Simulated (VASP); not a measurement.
Wanted: the native input for a VASP 6.6.1 run.

| Quantity | Value |
| --- | --- |
| Task | single point |
| Functional | LDA |
| Potentials or basis | VASP PAW LDA potentials, release 64 (Cu, As) |
| Cutoff | 520 eV |
| k mesh | 12 × 12 × 8 |
| Occupations | gaussian, width 0.15 eV |
| Spin | no spin polarisation |
| Dipole correction | no |
| Further INCAR settings | ALGO = Normal; EDIFF = 1e-06; NBANDS = 24 |

The structure of CuAs lies in POSCAR:

```
CuAs
1.0
    3.9561000000      0.0000000000      0.0000000000
   -1.9780500000      3.4260830999      0.0000000000
    0.0000000000      0.0000000000      4.8580437534
Cu As
2 2
Direct
    0.0000000000      0.0000000000      0.5000000000
    0.0000000000      0.0000000000      0.0000000000
    0.6666666667      0.3333333333      0.7500000000
    0.3333333333      0.6666666667      0.2500000000
```

One way to write it, as run:

INCAR

```
SYSTEM = CuAs
  PREC = Accurate
  ENCUT = 520
  EDIFF = 1E-6
  ISMEAR = 0
  SIGMA = 0.15
  LREAL = .FALSE.
  LASPH = .TRUE.
  NELM = 60
  ALGO = Normal
  ISIF = 2
  LWAVE = .FALSE.
  LCHARG = .FALSE.
  GGA = CA
  NBANDS = 24
```

KPOINTS

```
Automatic mesh
0
G
  12 12 8
  0 0 0
```

Potentials or basis: VASP PAW LDA potentials, release 64 (Cu, As).

Command:

```bash
$ cat potpaw_LDA.64/Cu/POTCAR potpaw_LDA.64/As/POTCAR > POTCAR
$ mpirun -np 1 vasp_std > vasp.out
```

It gave:

```json
{
 "Pressure": "-8.8 GPa",
 "Band gap on the k mesh": "zero (bands 16 and 17 overlap by 1.76 eV)"
}
```

Caveat: the cell stands under tension.

Run time: 3.7 min on 1 thread of AMD EPYC 7R43 64-Core Processor (Zen 3), with other jobs on the host, peak memory 0.21 GiB.
